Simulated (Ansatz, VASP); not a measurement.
# Al: VASP beside Ansatz

```
Al
1.0
    -1.64444    1.62058    1.62058
     1.64444   -1.62058    1.62058
     1.64444    1.62058   -1.62058
Al
1
Cartesian
  0.0000 0.0000 0.0000
```

Alike in both runs: task single point; functional PBEsol; k mesh 16 × 16 × 16; occupations gaussian, width 0.1 eV; no spin polarisation.

|  | VASP | Ansatz |
| --- | --- | --- |
| version | VASP 6.6.1 | Ansatz 0.2.0 |
| potentials or method | VASP PAW PBE potentials, release 64 (Al), cutoff 520 eV | scalar-relativistic, plane waves, PAW |
| valence electrons in the cell | 3 | 3 |

```tsv
	VASP	Ansatz	Ansatz less VASP
gap on the k mesh at the Fermi level (eV)	none	none	-
pressure (GPa)	-2.7	-2.7	-0.05
traceless stress, the component that is largest in VASP (GPa)	0.72	0.72	0.000
```

VASP's potentials were made for PBE, not for PBEsol. A gap of «none» marks a metal or a gap that the smearing closes.
